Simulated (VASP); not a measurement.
Write the native input for VASP 6.6.1 that does the following.

* Task: single point
* Functional: r2SCAN
* Potentials or basis: VASP PAW PBE potentials, release 64 (Cl)
* Cutoff: 520 eV
* k mesh: 8 × 8 × 4
* Occupations: gaussian, width 0.01 eV
* Spin: no spin polarisation
* Dipole correction: no
* Further INCAR settings: ALGO = Normal; EDIFF = 1e-06; NBANDS = 22

The system is Cl.

```
CELL_PARAMETERS angstrom
3.12524 -2.00725 0.00000
3.12524 2.00725 0.00000
0.00000 0.00000 7.87854
ATOMIC_POSITIONS crystal
Cl 0.86706 0.13294 0.60875
Cl 0.13294 0.86706 0.39125
Cl 0.63294 0.36706 0.10875
Cl 0.36706 0.63294 0.89125
```

This cell differs from its parent crystal: uniaxial z strain -3.3%.

One way to write it, as run:

POSCAR

```
Cl
1.0
    3.1252367059     -2.0072450970      0.0000000000
    3.1252367059      2.0072450970      0.0000000000
    0.0000000000      0.0000000000      7.8785382953
Cl
4
Direct
    0.8670600257      0.1329399743      0.6087531761
    0.1329399743      0.8670600257      0.3912468239
    0.6329399743      0.3670600257      0.1087531761
    0.3670600257      0.6329399743      0.8912468239
```

INCAR.step1

```
SYSTEM = Cl
ALGO = Normal
EDIFF = 1E-4
ENCUT = 520
GGA = PE
ISMEAR = 0
LASPH = .True.
LCHARG = .False.
LREAL = .False.
LWAVE = .True.
NBANDS = 22
NELM = 60
PREC = Accurate
SIGMA = 0.01
```

INCAR.step2

```
SYSTEM = Cl
ALGO = Normal
EDIFF = 1E-6
ENCUT = 520
ISIF = 2
ISMEAR = 0
ISTART = 1
LASPH = .True.
LCHARG = .False.
LMIXTAU = .True.
LREAL = .False.
LWAVE = .False.
METAGGA = R2SCAN
NBANDS = 22
NELM = 60
PREC = Accurate
SIGMA = 0.01
```

KPOINTS

```
k-points
0
Gamma
  8 8 4
  0 0 0
```

Potentials or basis: VASP PAW PBE potentials, release 64 (Cl).

Command:

```console
$ cat potpaw_PBE.64/Cl/POTCAR > POTCAR
$ cp INCAR.step1 INCAR
$ mpirun -np 1 vasp_std > vasp.out
$ cp INCAR.step2 INCAR
$ mpirun -np 1 vasp_std > vasp.out
```

Results of the run:

```yaml
Pressure: 0.9 GPa
Largest_force: 0.232 eV/Å
Band_gap_on_the_k_mesh: 2.74 eV (least direct gap 2.77 eV)
```

Caveat: the cell differs from its parent crystal (uniaxial z strain -3.3%); the PAW data sets were made with another functional, which shifts forces and pressure a little.

Wall time 9.7 min on 1 thread of Intel Xeon 8259CL, on a shared host, peak memory 0.26 GiB.
